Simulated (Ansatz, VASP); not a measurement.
## SrO: VASP beside Ansatz

The input INCAR:

```
  PREC = Accurate
  ENCUT = 520
  EDIFF = 1E-7
  ISMEAR = 0
  SIGMA = 0.05
  LREAL = False
  LASPH = True
  NELM = 60
  ALGO = Normal
  ISIF = 2
  LWAVE = False
  LCHARG = True
  GGA = PE
  LELF = True
  LVHAR = True
  NBANDS = 15
```

The input KPOINTS:

```
Automatic mesh
0
Gamma
  8 8 8
```

File POSCAR:

```
SrO
1.0
    0.0000000000      2.5698000000      2.5698000000
    2.5698000000      0.0000000000      2.5698000000
    2.5698000000      2.5698000000      0.0000000000
Sr O
1 1
Direct
   -0.0048641918     -0.0048641918      0.0048641918
    0.5000000000      0.5000000000      0.5000000000
```

Input for Ansatz:

```yaml
crystal:
  lattice:
    - [0.0, 2.5698, 2.5698]
    - [2.5698, 0.0, 2.5698]
    - [2.5698, 2.5698, 0.0]
  atoms:
    - { symbol: Sr, position: [-0.0048641918, -0.0048641918, 0.0048641918] }
    - { symbol: O, position: [0.5, 0.5, 0.5] }
basis:
  ecutwfc: 420
kpoints:
  mp_grid: { grid: [8, 8, 8] }
hamiltonian:
  xc: pbe
scf:
  occupations: { method: gaussian, width: 0.05 }
output:
  forces: true
  stress: true
  eigenvalues: true
```

Change from the starting cell: all Sr atoms moved +0.025 Å, as atom 1 towards its neighbour atom 2 (O) at 2.570 Å.

Alike in both runs: task single point; functional PBE; k mesh 8 × 8 × 8; occupations gaussian, width 0.05 eV; no spin polarisation.

|  | VASP | Ansatz |
| --- | --- | --- |
| version | VASP 6.6.1 | Ansatz 0.2.0 |
| potentials or method | VASP PAW PBE potentials, release 64 (Sr_sv, O), cutoff 520 eV | scalar-relativistic, plane waves, PAW |
| valence electrons in the cell | 16 | 16 |

```csv
,VASP,Ansatz,Ansatz less VASP
gap on the k mesh at the Fermi level (eV),3.27,3.31,+0.049
least direct gap on the mesh (eV),3.35,3.39,+0.038
pressure (GPa),3.5,2.9,-0.59
rms of the force components (eV/Å),0.033,0.031,-0.0021
```

Atom by atom the forces differ by 0.002 eV/Å (rms over components). The functional is the same, so the differences come from potentials, cutoffs and numerics.
